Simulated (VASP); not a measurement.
# C (Cm) in VASP: notebook

The runs below take C through single point, with LDA.

The COD entry that gives the cell may itself be a prediction, so a difference from it is no test against experiment.

All numbers are computed with VASP 6.6.1; they aren't measurements. Logs are shortened: lines on timing, memory, paths and dates and some standing lists are left out, and cuts for length are marked.

### 1 The cell of the first run

It takes space group Cm (No. 8, monoclinic). Conventional cell: a = 4.315 Å, b = 2.491 Å, c = 10.478 Å, α = 90.00°, β = 101.88°, γ = 90.00°. Within 2.0 Å of C (site symmetry m) lie 4 C at 1.53 Å. C (site symmetry m) has 4 C at 1.53 Å within 2.0 Å. Within 2.0 Å of C (site symmetry m) lie 4 C at 1.53 Å. C (site symmetry m) has 4 C at 1.53 Å within 2.0 Å. Within 2.0 Å of C (site symmetry m) lie 4 C at 1.53 Å. Within 2.0 Å of C (site symmetry m) lie 4 C at 1.53 Å. C (site symmetry m) has 4 C at 1.53 to 1.71 Å within 2.0 Å. C (site symmetry m) has 4 C at 1.53 to 1.55 Å within 2.0 Å.

### 2 Single point, LDA

INCAR

```
ALGO = Normal ; EDIFF = 1E-6
ENCUT = 520 ; GGA = CA
ISIF = 2 ; ISMEAR = 0
LASPH = True ; LCHARG = False
LREAL = False ; LWAVE = False
NBANDS = 31 ; NELM = 60
PREC = Accurate ; SIGMA = 0.05
```

KPOINTS

```
k-points
0
Gamma
  10 10 3
```

POSCAR

```
C
1.0
   -2.4912907516      0.0000000000      0.0000000000
   -1.2456453758     -2.1575210791      0.0000000000
   -1.8683434992     -1.0786886222     10.2538776052
C
10
Direct
   -0.7036153569     -0.7036153569      0.8741556576
    0.3708353369      0.3708353369      0.7252443424
    0.0038773849      0.0038773849      0.1257869493
    0.4966425951      0.4966425951      0.4736130507
   -0.0706226682     -0.0706226682      0.2747969895
    0.5711426482      0.5711426482      0.3246030105
   -0.3953493888     -0.3953493888      0.9242937306
    0.0625693688      0.0625693688      0.6751062694
    0.3622697189      0.3622697189      0.0756656066
    0.1382502611      0.1382502611      0.5237343934
```

Potentials or basis: VASP PAW LDA potentials, release 64 (C).

Command:

```console
$ cat potpaw_LDA.64/C/POTCAR > POTCAR
$ mpirun -np 1 vasp_std > vasp.out
```

OUTCAR:

```text
EDIFF = 1E-6
   ENCUT = 520
   GGA = CA
   ISIF = 2
   ISMEAR = 0
   LASPH = True
   LREAL = False
   NELM = 60
   PREC = Accurate

 ion  position               nearest neighbor table
   1  0.296  0.296  0.874-   2 1.53   7 1.53   7 1.53   7 1.53
   2  0.371  0.371  0.725-   1 1.53   8 1.53   8 1.53   8 1.53
   3  0.004  0.004  0.126-   9 1.53   9 1.53   9 1.53   5 1.53
   4  0.497  0.497  0.474-  10 1.53  10 1.53  10 1.53   6 1.53
   5  0.929  0.929  0.275-   6 1.53   6 1.53   6 1.53   3 1.53
   6  0.571  0.571  0.325-   5 1.53   5 1.53   5 1.53   4 1.53
   7  0.605  0.605  0.924-   1 1.53   1 1.53   1 1.53   9 1.71
   8  0.063  0.063  0.675-   2 1.53   2 1.53   2 1.53  10 1.55
   9  0.362  0.362  0.076-   3 1.53   3 1.53   3 1.53   7 1.71
  10  0.138  0.138  0.524-   4 1.53   4 1.53   4 1.53   8 1.55

  LATTYP: Found a base centered monoclinic cell.
 ALAT       =     4.3150421582
 B/A-ratio  =     0.5773502692
 C/A-ratio  =     2.4283359807
 COS(beta)  =    -0.2058885882

  Lattice vectors:

 A1 = (   2.4912907516,   0.0000000000,   0.0000000000)
 A2 = (   1.2456453758,   2.1575210791,   0.0000000000)
 A3 = (  -1.8683434992,  -1.0786886222,  10.2538776052)

Analysis of symmetry for initial positions (statically):
=====================================================================
 Subroutine PRICEL returns:
 Original cell was already a primitive cell.

 Routine SETGRP: Setting up the symmetry group for a
 base centered monoclinic supercell.

 Subroutine GETGRP returns: Found  2 space group operations
 (whereof  2 operations were pure point group operations)
 out of a pool of  4 trial point group operations.

The static configuration has the point symmetry C_1h.

Analysis of symmetry for dynamics (positions and initial velocities):
=====================================================================
 Subroutine PRICEL returns:
 Original cell was already a primitive cell.

 Routine SETGRP: Setting up the symmetry group for a
 base centered monoclinic supercell.

 Subroutine GETGRP returns: Found  2 space group operations
 (whereof  2 operations were pure point group operations)
 out of a pool of  4 trial point group operations.

The dynamic configuration has the point symmetry C_1h.

 Subroutine INISYM returns: Found  2 space group operations
 (whereof  2 operations are pure point group operations),
[... 140 lines left out ...]
   ISIF   =      2    stress and relaxation
   ISYM   =      2    0-nonsym 1-usesym 2-fastsym
   POTIM  = 0.5000    time-step for ionic-motion
   TEBEG  =    0.0;   TEEND  =   0.0 temperature during run
   PSTRESS=    0.0 pullay stress
   NELECT =      40.0000    total number of electrons
   NUPDOWN=      -1.0000    fix difference up-down
   EMIN   =  10.00;   EMAX   =-10.00  energy-range for DOS
   EFERMI =   0.00;   METHOD = LEGACY
   ISMEAR =     0;   SIGMA  =   0.05  broadening in eV -4-tet -1-fermi 0-gaus
   EFERMI_NEDOS =   21; number of points for ismear=-14 and -15
   IALGO  =     38    algorithm
   IMIX   =      4    mixing-type and parameters
     AMIX     =   0.40;   BMIX     =  1.00
     AMIX_MAG =   1.60;   BMIX_MAG =  1.00
  volume/ion in A,a.u.               =       5.51        37.19
  Fermi-wavevector in a.u.,A,eV,Ry     =   1.471202  2.780169 29.448929  2.164435
  Thomas-Fermi vector in A             =   2.586366
   LORBIT       =      0    0 simple, 1 ext, 2 COOP (PROOUT), +10 PAW based schemes
   GGA     = CA    functional components
   LHFCALC =     F    Hartree Fock is set to
   AEXX    =    0.0000 exact exchange contribution
   IVDW    =     0    specifies the selected vdW correction
   LEPSILON=     F    determine dielectric tensor
   LRPA    =     F    only Hartree local field effects (RPA)
 non-spin polarized calculation
 Gauss-broadening in eV      SIGMA  =   0.05
  energy-cutoff  :      520.00
  volume of cell :       55.11
 maximum number of plane-waves:      1507
   NGX =  9   NGY =  9   NGZ = 39

 number of electron      39.9999998 magnetization

 Free energy of the ion-electron system (eV)
  ---------------------------------------------------
  ext. energy  EPLUGINS =         0.00000000
  ---------------------------------------------------
  free energy    TOTEN  =       -99.26474780 eV

  energy without entropy =      -99.26474780  energy(sigma->0) =      -99.26474780

 E-fermi :  10.9149     XC(G=0): -13.6572

 val. band max:       10.6924506321   @ k =   0.0000   0.0000   0.0000
 cond. band min:      12.6872284331   @ k =   0.5000   0.5000  -0.0000
 fundamental gap:      1.9947778010
 Fermi energy:        10.9148500478

 k-point     1 :       0.0000    0.0000    0.0000
  band No.  band energies     occupation
      1     -11.5511      2.00000
      2     -10.4848      2.00000
      3     -10.3865      2.00000
      4      -7.2753      2.00000
      5      -7.1725      2.00000
      6      -1.4988      2.00000
[... 805 lines left out ...]
     30      20.5504      0.00000
     31      21.3571      0.00000

 [... further k-points ...]

------------------------ aborting loop because EDIFF is reached ----------------------------------------

  FORCE on cell =-STRESS in cart. coord.  units (eV):
  Direction    XX          YY          ZZ          XY          YZ          ZX
  --------------------------------------------------------------------------------------
  -------------------------------------------------------------------------------------
  Total       -1.0308303      0.5922346      2.7496578     -1.4056155     -4.9618144     -8.5941147
  in kB      -29.9660973     17.2161800     79.9321764    -40.8610508   -144.2392677   -249.8297405
  external PRESSURE =      22.3940864 kB  Pullay stress =       0.0000000 kB

 VOLUME and BASIS-vectors are now :
 -----------------------------------------------------------------------------
  energy-cutoff  :      520.00
  volume of cell :       55.11
      direct lattice vectors                 reciprocal lattice vectors
    -2.491290752  0.000000000  0.000000000    -0.401398351  0.231747446 -0.048758790
    -1.245645376 -2.157521079  0.000000000     0.000000000 -0.463494892 -0.048758790
    -1.868343499 -1.078688622 10.253877605     0.000000000  0.000000000  0.097524082

 POSITION                                       TOTAL-FORCE (eV/Angst)
 -----------------------------------------------------------------------------------
     -2.74079     -1.58240      8.96349         0.393758      0.227336      0.018339
     -2.74079     -1.58240      7.43657         0.443552      0.256085     -0.229460
     -0.24950     -0.14405      1.28980         0.208677      0.120480     -0.057694
     -2.74079     -1.58240      4.85637        -0.032980     -0.019041      0.012783
     -3.98644     -2.30157      2.81773        -0.311850     -0.180047      0.177189
     -2.74079     -1.58240      3.32844         0.011805      0.006815     -0.005088
     -3.98644     -2.30157      9.47759         3.369285      1.945258     -0.655079
     -1.49515     -0.86322      6.92246         0.006034      0.003484      0.013714
     -1.49515     -0.86322      0.77587        -4.125606     -2.381920      0.735434
     -1.49515     -0.86322      5.37031         0.037325      0.021549     -0.010138
 -----------------------------------------------------------------------------------
    total drift:                               -0.000036     -0.000021     -0.000258

  FREE ENERGIE OF THE ION-ELECTRON SYSTEM (eV)
  ---------------------------------------------------
  free  energy   TOTEN  =       -99.2647478040 eV

  energy  without entropy=      -99.2647478040  energy(sigma->0) =      -99.26474780
```

OSZICAR:

```text
N       E                     dE             d eps       ncg     rms          rms(c)
DAV:   1     0.841108909453E+02    0.84111E+02   -0.21667E+04  5332   0.127E+03
DAV:   2    -0.962540618122E+02   -0.18036E+03   -0.17265E+03  6657   0.247E+02
DAV:   3    -0.103366719300E+03   -0.71127E+01   -0.70700E+01  7160   0.448E+01
DAV:   4    -0.103434974861E+03   -0.68256E-01   -0.68128E-01  7258   0.466E+00
DAV:   5    -0.103435909858E+03   -0.93500E-03   -0.93466E-03  7125   0.500E-01    0.130E+01
DAV:   6    -0.100329446728E+03    0.31065E+01   -0.21922E+00  6382   0.740E+00    0.754E+00
DAV:   7    -0.992687118298E+02    0.10607E+01   -0.25848E+00  6449   0.803E+00    0.160E+00
DAV:   8    -0.992649853856E+02    0.37264E-02   -0.67023E-02  7034   0.148E+00    0.331E-01
DAV:   9    -0.992647338773E+02    0.25151E-03   -0.47636E-03  6973   0.408E-01    0.558E-02
DAV:  10    -0.992647456924E+02   -0.11815E-04   -0.25505E-04  7133   0.974E-02    0.309E-02
DAV:  11    -0.992647470483E+02   -0.13559E-05   -0.32086E-05  7537   0.412E-02    0.101E-02
DAV:  12    -0.992647478040E+02   -0.75569E-06   -0.83396E-06  6591   0.161E-02
   1 F= -.99264748E+02 E0= -.99264748E+02  d E =-.240398E-12
```

It took 99 s on 1 thread of Intel Xeon 6975P-C, shared host; peak memory 0.21 GiB.

Results:

```yaml
Free_energy: -99.2647 eV
Pressure: 2.2 GPa
Largest_force: 4.820 eV/Å
Band_gap_on_the_k_mesh: 1.99 eV, indirect (least direct gap 4.67 eV)
```

Forces in eV/Å, atoms in the order of the input:
```
C    0.394  0.227  0.018
C    0.444  0.256 -0.229
C    0.209  0.120 -0.058
C   -0.033 -0.019  0.013
C   -0.312 -0.180  0.177
C    0.012  0.007 -0.005
C    3.369  1.945 -0.655
C    0.006  0.003  0.014
C   -4.126 -2.382  0.735
C    0.037  0.022 -0.010
```

Stress tensor (GPa, compression positive):
```
 -3.00  -4.09 -24.98
 -4.09   1.72 -14.42
-24.98 -14.42   7.99
```

Levels at points of the mesh, in eV from the valence-band top:
```tsv
k point	band 16	band 17	band 18	band 19	band 20	band 21	band 22	band 23	band 24	band 25
(0.00, 0.00, 0.00)	-1.66	-1.47	-0.84	-0.59	0.00	4.67	5.17	5.35	5.87	6.40
(0.50, 0.00, 0.00)	-5.58	-4.84	-4.68	-3.78	-3.26	4.07	4.45	4.93	5.52	5.87
(0.50, 0.50, 0.00)	-5.78	-4.87	-3.99	-3.88	-3.06	1.99	4.26	5.09	5.24	6.69
```

Caveat: forces of over 1 eV/Å act on the atoms, so gaps and moduli don't describe the material at rest.

(Continued in part 2 of 2.)
